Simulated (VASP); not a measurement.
# NaH in VASP: further runs

The runs below take NaH through single point, with PBEsol.

Program: VASP 6.6.1. These are calculated values, not measurements. Logs are shortened: lines on timing, memory, paths and dates and some standing lists are left out, and cuts for length are marked.

### 1 The cell of the first run

The structure is trigonal, space group R-3m (No. 166). Conventional cell: a = 3.416 Å, b = 3.416 Å, c = 8.621 Å, α = 90.00°, β = 90.00°, γ = 120.00°. Within 3.2 Å of Na (site symmetry -3m) lie 6 H at 2.44 Å. H (site symmetry -3m) has 6 Na at 2.44 Å within 3.2 Å.

### 2 Single point, PBEsol (equal xy, yz and zx shear strains of +2 %)

Contents of INCAR:

```
SYSTEM = NaH
  PREC = Accurate
  ENCUT = 520
  EDIFF = 1E-6
  ISMEAR = -1
  SIGMA = 0.03
  LREAL = .FALSE.
  LASPH = .TRUE.
  NELM = 60
  ALGO = Normal
  ISIF = 2
  LWAVE = .FALSE.
  LCHARG = .FALSE.
  GGA = PS
  NBANDS = 11
```

Contents of KPOINTS:

```
Automatic mesh
0
G
  9 9 9
  0 0 0
```

Contents of POSCAR:

```
NaH
1.0
    0.0488000000      2.4644000000      2.4644000000
    2.4644000000      0.0488000000      2.4644000000
    2.4644000000      2.4644000000      0.0488000000
Na H
1 1
Direct
    0.0000000000      0.0000000000      0.0000000000
    0.5000000000      0.5000000000      0.5000000000
```

Potentials or basis: VASP PAW PBE potentials, release 64 (Na_pv, H).

Command:

```
$ cat potpaw_PBE.64/Na_pv/POTCAR potpaw_PBE.64/H/POTCAR > POTCAR
$ mpirun -np 1 vasp_std > vasp.out
```

OUTCAR:

```text
SYSTEM = NaH
   PREC = Accurate
   ENCUT = 520
   EDIFF = 1E-6
   ISMEAR = -1
   LREAL = .FALSE.
   LASPH = .TRUE.
   NELM = 60
   ISIF = 2
   GGA = PS

 ion  position               nearest neighbor table
   1  0.000  0.000  0.000-
   2  0.500  0.500  0.500-

  LATTYP: Found a trigonal (rhomboedric) cell.
 ALAT       =     3.4855295380
 COS(alpha) =     0.5197000882

  Lattice vectors:

 A1 = (   0.0488000000,   2.4644000000,   2.4644000000)
 A2 = (   2.4644000000,   0.0488000000,   2.4644000000)
 A3 = (   2.4644000000,   2.4644000000,   0.0488000000)

Analysis of symmetry for initial positions (statically):
=====================================================================
 Subroutine PRICEL returns:
 Original cell was already a primitive cell.

 Routine SETGRP: Setting up the symmetry group for a
 trigonal (rhombohedral) supercell.

 Subroutine GETGRP returns: Found 12 space group operations
 (whereof 12 operations were pure point group operations)
 out of a pool of 12 trial point group operations.

The static configuration has the point symmetry D_3d.

Analysis of symmetry for dynamics (positions and initial velocities):
=====================================================================
 Subroutine PRICEL returns:
 Original cell was already a primitive cell.

 Routine SETGRP: Setting up the symmetry group for a
 trigonal (rhombohedral) supercell.

 Subroutine GETGRP returns: Found 12 space group operations
 (whereof 12 operations were pure point group operations)
 out of a pool of 12 trial point group operations.

The dynamic configuration has the point symmetry D_3d.

 Subroutine INISYM returns: Found 12 space group operations
 (whereof 12 operations are pure point group operations),
 and found     1 'primitive' translations

----------------------------------------------------------------------------------------

                                     Primitive cell

  volume of cell :      29.0449

  direct lattice vectors                    reciprocal lattice vectors
     0.048800000  2.464400000  2.464400000    -0.209017205  0.204958619  0.204958619
     2.464400000  0.048800000  2.464400000     0.204958619 -0.209017205  0.204958619
     2.464400000  2.464400000  0.048800000     0.204958619  0.204958619 -0.209017205

  length of vectors
     3.485529538  3.485529538  3.485529538     0.357357332  0.357357332  0.357357332

  position of ions in fractional coordinates (direct lattice)
     0.000000000  0.000000000  0.000000000
     0.500000000  0.500000000  0.500000000

  ion indices of the primitive-cell ions
   primitive index   ion index
                 1           1
                 2           2

----------------------------------------------------------------------------------------

 KPOINTS: Automatic mesh

Automatic generation of k-mesh.
 Grid dimensions read from file:
 generate k-points for:    9    9    9

 Generating k-lattice:

  Cartesian coordinates                     Fractional coordinates (reciprocal lattice)
    -0.023224134  0.022773180  0.022773180     0.111111111  0.000000000 -0.000000000
     0.022773180 -0.023224134  0.022773180     0.000000000  0.111111111 -0.000000000
     0.022773180  0.022773180 -0.023224134     0.000000000  0.000000000  0.111111111

  Length of vectors
     0.039706370  0.039706370  0.039706370

  Shift w.r.t. Gamma in fractional coordinates (k-lattice)
     0.000000000  0.000000000  0.000000000

 Subroutine IBZKPT returns following result:
 ===========================================

 Found     85 irreducible k-points:

 Following reciprocal coordinates:
            Coordinates               Weight
  0.000000  0.000000  0.000000      1.000000
  0.111111  0.000000  0.000000      6.000000
  0.222222  0.000000  0.000000      6.000000
  0.333333 -0.000000 -0.000000      6.000000
  0.444444  0.000000  0.000000      6.000000
  0.111111  0.111111  0.000000      6.000000
[... 16 lines left out ...]
 -0.333333  0.333333  0.000000      6.000000
  0.444444  0.444444  0.000000      6.000000
 [... further k-points ...]
   k-points           NKPTS =     85   k-points in BZ     NKDIM =     85   number of bands    NBANDS=     11
   number of dos      NEDOS =    301   number of ions     NIONS =      2
   total plane-waves  NPLWV =  21952
   dimension x,y,z NGX =    28 NGY =   28 NGZ =   28
   dimension x,y,z NGXF=    56 NGYF=   56 NGZF=   56
   ions per type =               1   1
   NGX,Y,Z   is equivalent  to a cutoff of  13.35, 13.35, 13.35 a.u.
   NGXF,Y,Z  is equivalent  to a cutoff of  26.71, 26.71, 26.71 a.u.
 SYSTEM =  NaH
   PREC   = accura    normal or accurate (medium, high low for compatibility)
   ISTART =      0    job   : 0-new  1-cont  2-samecut
   ICHARG =      2    charge: 1-file 2-atom 10-const
   ISPIN  =      1    spin polarized calculation?
   LNONCOLLINEAR =      F non collinear calculations
   LSORBIT =      F    spin-orbit coupling
   LASPH  =      T    aspherical Exc in radial PAW
   ENCUT  =  520.0 eV  38.22 Ry    6.18 a.u.   6.48  6.48  6.48*2*pi/ulx,y,z
   NELM   =     60;   NELMIN=  2; NELMDL= -5     # of ELM steps
   EDIFF  = 0.1E-05   stopping-criterion for ELM
   LREAL  =      F    real-space projection
   EDIFFG = 0.1E-04   stopping-criterion for IOM
   NSW    =      0    number of steps for IOM
   IBRION =     -1    ionic relax: 0-MD 1-quasi-New 2-CG
   NFREE  =      0    steps in history (QN), initial steepest desc. (CG)
   ISIF   =      2    stress and relaxation
   ISYM   =      2    0-nonsym 1-usesym 2-fastsym
   POTIM  = 0.5000    time-step for ionic-motion
   TEBEG  =    0.0;   TEEND  =   0.0 temperature during run
   PSTRESS=    0.0 pullay stress
   NELECT =       8.0000    total number of electrons
   NUPDOWN=      -1.0000    fix difference up-down
   EMIN   =  10.00;   EMAX   =-10.00  energy-range for DOS
   EFERMI =   0.00;   METHOD = LEGACY
   ISMEAR =    -1;   SIGMA  =   0.03  broadening in eV -4-tet -1-fermi 0-gaus
   EFERMI_NEDOS =   21; number of points for ismear=-14 and -15
   IALGO  =     38    algorithm
   IMIX   =      4    mixing-type and parameters
     AMIX     =   0.40;   BMIX     =  1.00
     AMIX_MAG =   1.60;   BMIX_MAG =  1.00
  volume/ion in A,a.u.               =      14.52        98.00
  Fermi-wavevector in a.u.,A,eV,Ry     =   1.065160  2.012860 15.436703  1.134566
  Thomas-Fermi vector in A             =   2.200702
   LORBIT       =      0    0 simple, 1 ext, 2 COOP (PROOUT), +10 PAW based schemes
   GGA     = PS    functional components
   LHFCALC =     F    Hartree Fock is set to
   AEXX    =    0.0000 exact exchange contribution
   IVDW    =     0    specifies the selected vdW correction
   LEPSILON=     F    determine dielectric tensor
   LRPA    =     F    only Hartree local field effects (RPA)
 non-spin polarized calculation
  energy-cutoff  :      520.00
  volume of cell :       29.04
 maximum number of plane-waves:       796
 NGX is ok and might be reduce to    28
   NGX = 13   NGY = 13   NGZ = 13

 number of electron       8.0000003 magnetization

 Free energy of the ion-electron system (eV)
  ---------------------------------------------------
  ext. energy  EPLUGINS =         0.00000000
  ---------------------------------------------------
  free energy    TOTEN  =        -5.07813174 eV

  energy without entropy =       -5.07813174  energy(sigma->0) =       -5.07813174

 E-fermi :  -0.4781     XC(G=0):  -7.7912

 val. band max:       -1.2305625905   @ k =  -0.3333   0.4444   0.1111
 cond. band min:       2.3996224143   @ k =   0.4444   0.4444   0.4444
 fundamental gap:      3.6301850048
 Fermi energy:        -0.4780550289

 k-point     1 :       0.0000    0.0000    0.0000
  band No.  band energies     occupation
      1     -23.2371      2.00000
      2     -23.2371      2.00000
      3     -23.2323      2.00000
      4      -4.8237      2.00000
      5       8.9622      0.00000
      6      13.5735      0.00000
      7      14.2343      0.00000
      8      14.2343      0.00000
      9      14.3104      0.00000
     10      15.1164      0.00000
     11      15.1164      0.00000

 k-point     2 :       0.1111    0.0000    0.0000
  band No.  band energies     occupation
      1     -23.2475      2.00000
      2     -23.2385      2.00000
      3     -23.2337      2.00000
      4      -4.6107      2.00000
      5       8.3154      0.00000
      6      11.7178      0.00000
      7      12.9916      0.00000
      8      13.5173      0.00000
      9      15.1542      0.00000
     10      15.9560      0.00000
     11      15.9835      0.00000

 k-point     3 :       0.2222    0.0000    0.0000
  band No.  band energies     occupation
      1     -23.2742      2.00000
      2     -23.2422      2.00000
      3     -23.2367      2.00000
      4      -3.9958      2.00000
      5       6.4474      0.00000
      6      10.1480      0.00000
      7      12.2825      0.00000
      8      12.7560      0.00000
      9      15.7533      0.00000
     10      16.0340      0.00000
     11      16.7539      0.00000

 k-point     4 :       0.3333   -0.0000   -0.0000
  band No.  band energies     occupation
      1     -23.3042      2.00000
      2     -23.2464      2.00000
      3     -23.2400      2.00000
      4      -3.0770      2.00000
      5       4.2489      0.00000
      6       9.4743      0.00000
      7      11.8312      0.00000
      8      12.2495      0.00000
      9      15.0178      0.00000
     10      15.2788      0.00000
     11      17.2946      0.00000
[... 239 lines left out ...]
 k-point    22 :      -0.4444    0.3333   -0.0000
  band No.  band energies     occupation
      1     -23.3049      2.00000
      2     -23.2802      2.00000
      3     -23.2571      2.00000
      4      -1.3953      2.00000
      5       3.7218      0.00000
      6       5.5550      0.00000
      7       9.4385      0.00000
      8      10.0655      0.00000
      9      14.8548      0.00000
     10      19.6594      0.00000
     11      20.3682      0.00000

 k-point    23 :      -0.3333    0.3333    0.0000
  band No.  band energies     occupation
      1     -23.2971      2.00000
      2     -23.2914      2.00000
      3     -23.2522      2.00000
      4      -1.4136      2.00000
      5       4.2934      0.00000
      6       4.4218      0.00000
      7       9.9780      0.00000
      8      10.6157      0.00000
      9      16.8977      0.00000
     10      19.3998      0.00000
     11      19.4742      0.00000

 k-point    24 :       0.4444    0.4444    0.0000
  band No.  band energies     occupation
      1     -23.3130      2.00000
      2     -23.2652      2.00000
      3     -23.2623      2.00000
      4      -1.5461      2.00000
      5       3.3997      0.00000
      6       8.5448      0.00000
      7       8.9672      0.00000
      8       9.4486      0.00000
      9      10.4021      0.00000
     10      21.6112      0.00000
     11      23.3899      0.00000

 [... further k-points ...]
[... 5 lines left out ...]
  --------------------------------------------------------------------------------------
  -------------------------------------------------------------------------------------
  Total       -0.2159544     -0.2159544     -0.2159544     -0.0816414     -0.0816414     -0.0816414
  in kB      -11.9124940    -11.9124940    -11.9124940     -4.5035094     -4.5035094     -4.5035094
  external PRESSURE =     -11.9124940 kB  Pullay stress =       0.0000000 kB

 VOLUME and BASIS-vectors are now :
 -----------------------------------------------------------------------------
  energy-cutoff  :      520.00
  volume of cell :       29.04
      direct lattice vectors                 reciprocal lattice vectors
     0.048800000  2.464400000  2.464400000    -0.209017205  0.204958619  0.204958619
     2.464400000  0.048800000  2.464400000     0.204958619 -0.209017205  0.204958619
     2.464400000  2.464400000  0.048800000     0.204958619  0.204958619 -0.209017205

 POSITION                                       TOTAL-FORCE (eV/Angst)
 -----------------------------------------------------------------------------------
      0.00000      0.00000      0.00000        -0.000000      0.000000     -0.000000
      2.48880      2.48880      2.48880         0.000000     -0.000000      0.000000
 -----------------------------------------------------------------------------------
    total drift:                               -0.000000      0.000000      0.000000

  FREE ENERGIE OF THE ION-ELECTRON SYSTEM (eV)
  ---------------------------------------------------
  free  energy   TOTEN  =        -5.0781317400 eV

  energy  without entropy=       -5.0781317400  energy(sigma->0) =       -5.07813174
```

It took 40 s on 1 thread of AMD EPYC, shared host; peak memory 0.13 GiB.

What came out:

```
Free energy            : -5.0781 eV
Pressure               : -1.2 GPa
Band gap on the k mesh : 3.63 eV, indirect (least direct gap 4.49 eV)
```

Levels at points of the mesh, in eV from the valence-band top:
| k point | band 1 | band 2 | band 3 | band 4 | band 5 | band 6 | band 7 | band 8 | band 9 |
| --- | --- | --- | --- | --- | --- | --- | --- | --- | --- |
| (0.00, 0.00, 0.00) | -22.01 | -22.01 | -22.00 | -3.59 | 10.19 | 14.80 | 15.46 | 15.46 | 15.54 |

Caveat: the cell differs from its parent crystal (equal xy, yz and zx shear strains of +2 %); the PAW data sets were made with another functional, which shifts forces and pressure a little. A k mesh can miss the band edges.

### 3 Single point, PBEsol (equal xx and yy strain of +2 %)

Contents of INCAR:

```
PREC = Accurate ; ENCUT = 520
EDIFF = 1E-6 ; ISMEAR = -1
SIGMA = 0.03 ; LREAL = F
LASPH = T ; NELM = 100
ALGO = Normal ; ISIF = 2
LWAVE = F ; LCHARG = T
GGA = PS ; LELF = T
LVHAR = T ; NBANDS = 11
```

Contents of KPOINTS:

```
regular mesh
0
Gamma
  9 9 9
```

Contents of POSCAR:

```
NaH
1.0
    0.0000000000      2.4888000000      2.4400000000
    2.4888000000      0.0000000000      2.4400000000
    2.4888000000      2.4888000000      0.0000000000
Na H
1 1
Direct
    0.0000000000      0.0000000000      0.0000000000
    0.5000000000      0.5000000000      0.5000000000
```

Potentials or basis: VASP PAW PBE potentials, release 64 (Na_pv, H).

Command:

```
$ cat potpaw_PBE.64/Na_pv/POTCAR potpaw_PBE.64/H/POTCAR > POTCAR
$ mpirun -np 1 vasp_std > vasp.out
```

Run time: 23 s. Hardware: 1 thread of Intel Xeon Platinum 8488C (Sapphire Rapids), shared host; peak memory 0.16 GiB.

Results (log left out):

```
Free energy            : -5.0688 eV
Pressure               : -1.9 GPa
Band gap on the k mesh : 3.72 eV, indirect (least direct gap 4.46 eV)
```

Stress tensor (GPa, compression positive):
```
-2.07  0.00  0.00
 0.00 -2.07  0.00
 0.00  0.00 -1.61
```

Levels at points of the mesh, in eV from the valence-band top:
| k point | band 2 | band 3 | band 4 | band 5 | band 6 | band 7 |
| --- | --- | --- | --- | --- | --- | --- |
| (0.00, 0.00, 0.00) | -22.09 | -22.08 | -3.50 | 9.85 | 14.90 | 14.90 |

Caveat: the cell differs from its parent crystal (equal xx and yy strain of +2 %); the PAW data sets were made with another functional, which shifts forces and pressure a little. A k mesh can miss the band edges.
